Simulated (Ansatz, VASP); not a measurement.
**Two plane-wave programs on Al**

Contents of INCAR:

```
ALGO = Fast
EDIFF = 1E-6
EDIFFG = -0.01
ENCUT = 600
GGA = PE
IBRION = 2
ISIF = 3
ISMEAR = 0
LASPH = T
LCHARG = F
LREAL = F
LWAVE = F
NELM = 80
NSW = 100
PREC = Accurate
SIGMA = 0.1
```

The input KPOINTS:

```
k-points
0
Gamma
  8 8 8
```

The input POSCAR:

```
Al
1.0
   -3.6121623159      3.6121623159      3.6121623159
    3.6121623159     -3.6121623159      3.6121623159
    3.6121623159      3.6121623159     -3.6121623159
Al
8
Direct
    0.2500000000      0.2500000000      0.2500000000
    0.5000000000      0.0000000000      0.2500000000
    0.0000000000      0.2500000000      0.5000000000
    0.2500000000      0.5000000000      0.0000000000
    0.7500000000      0.7500000000      0.7500000000
    0.5000000000      0.0000000000      0.7500000000
    0.0000000000      0.7500000000      0.5000000000
    0.7500000000      0.5000000000      0.0000000000
```

Input for Ansatz:

```yaml
crystal:
  lattice:
    - [-3.6121623159, 3.6121623159, 3.6121623159]
    - [3.6121623159, -3.6121623159, 3.6121623159]
    - [3.6121623159, 3.6121623159, -3.6121623159]
  atoms:
    - { symbol: Al, position: [0.25, 0.25, 0.25] }
    - { symbol: Al, position: [0.5, 0.0, 0.25] }
    - { symbol: Al, position: [0.0, 0.25, 0.5] }
    - { symbol: Al, position: [0.25, 0.5, 0.0] }
    - { symbol: Al, position: [0.75, 0.75, 0.75] }
    - { symbol: Al, position: [0.5, 0.0, 0.75] }
    - { symbol: Al, position: [0.0, 0.75, 0.5] }
    - { symbol: Al, position: [0.75, 0.5, 0.0] }
basis:
  ecutwfc: 420
kpoints:
  mp_grid: { grid: [8, 8, 8] }
hamiltonian:
  xc: pbe
scf:
  occupations: { method: gaussian, width: 0.1 }
output:
  forces: true
  stress: true
  eigenvalues: true
relax:
  adjacent_minimum: "off"
  f_tol: 0.01
  max_steps: 80
  cell: { stress_tol: 0.05 }
```

Alike in both runs: task relaxation of cell and atoms; functional PBE; k mesh 8 × 8 × 8; occupations gaussian, width 0.1 eV; no spin polarisation.

|  | VASP | Ansatz |
| --- | --- | --- |
| version | VASP 6.6.1 | Ansatz 0.2.0 |
| potentials or method | VASP PAW PBE potentials, release 64 (Al), cutoff 600 eV | scalar-relativistic, plane waves, PAW |
| valence electrons in the cell | 24 | 24 |

```csv
,VASP,Ansatz,Ansatz less VASP
"gap on the k mesh at the Fermi level, each at its own relaxed structure (eV)",none,none,-
relaxed volume (Å³/atom),23.65,23.67,+0.019
relaxed cell length with the largest relative difference (Å),6.264,6.266,+0.0016
```

A gap of «none» marks a metal or a gap that the smearing closes.
